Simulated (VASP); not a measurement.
Runs of VASP 6.6.1 on LiMg. The structure is that of space group Pmma (No. 51), or close to it. The cells are those of the table. 

```tsv
cell	gap on the mesh (eV)	largest force (eV/Å)
a = 4.830, b = 3.415, c = 12.415 Å, 4 atoms	none	0.20
a = 4.830, b = 3.415, c = 8.415 Å, 4 atoms	none	0.15
a = 4.830, b = 3.415, c = 18.415 Å, 4 atoms	none	0.21
a = 4.830, b = 3.415, c = 10.415 Å, 4 atoms	none	(a)
a = 4.830, b = 3.415, c = 15.415 Å, 4 atoms	none	0.21
```

Alike in all rows: task single point; level LDA; potentials or basis VASP PAW LDA potentials, release 64 (Li_sv, Mg); no spin polarisation; k mesh 4 × 5 × 1; cutoff (eV) 520; smearing fermi-dirac 0.1 eV.

**Question.** Estimate the missing entries.

**Answer.** (a) 0.19.

Caveats: all runs use coarse meshes.

A gap of «none» marks levels without a gap at the run's occupations.
